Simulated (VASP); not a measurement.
Runs of VASP 6.6.1 on TiB2. The structure is that of space group P6/mmm (No. 191), or close to it. The cells are those of the table. 

```csv
cell,gap on the mesh (eV),pressure (GPa)
"a = 2.972, b = 2.972, c = 3.254 Å, angles 90.0, 90.0, 120.0°, 3 atoms",none,9.9
"a = 2.850, b = 2.850, c = 3.317 Å, angles 90.0, 90.0, 120.0°, 3 atoms",none,34.3
"a = 3.093, b = 3.093, c = 3.185 Å, angles 90.0, 90.0, 120.0°, 3 atoms",none,-7.5
"a = 3.032, b = 3.032, c = 3.223 Å, angles 90.0, 90.0, 120.0°, 3 atoms",none,0.2
"a = 2.911, b = 2.911, c = 3.285 Å, angles 90.0, 90.0, 120.0°, 3 atoms",none,(b)
"a = 3.153, b = 3.153, c = 3.169 Å, angles 90.0, 90.0, 120.0°, 3 atoms",none,-15.2
"a = 2.911, b = 2.911, c = 3.301 Å, angles 90.0, 90.0, 120.0°, 3 atoms",none,19.9
"a = 3.093, b = 3.093, c = 3.195 Å, angles 90.0, 90.0, 120.0°, 3 atoms",none,-8.1
"a = 2.972, b = 2.972, c = 3.262 Å, angles 90.0, 90.0, 120.0°, 3 atoms",none,9.3
"a = 2.850, b = 2.850, c = 3.339 Å, angles 90.0, 90.0, 120.0°, 3 atoms",none,(a)
"a = 3.153, b = 3.153, c = 3.146 Å, angles 90.0, 90.0, 120.0°, 3 atoms",none,-14.0
```

Alike in all rows: task single point; level PBE; potentials or basis VASP PAW PBE potentials, release 64 (Ti_sv, B); no spin polarisation; k mesh 15 × 15 × 14; cutoff (eV) 520; smearing gaussian 0.1 eV.

Estimate the missing entries.

(a) 32.3; (b) 21.2.

Caveats: the cell stands under pressure (at least some runs); the cell stands under tension (at least some runs).

A gap of «none» marks levels without a gap at the run's occupations.
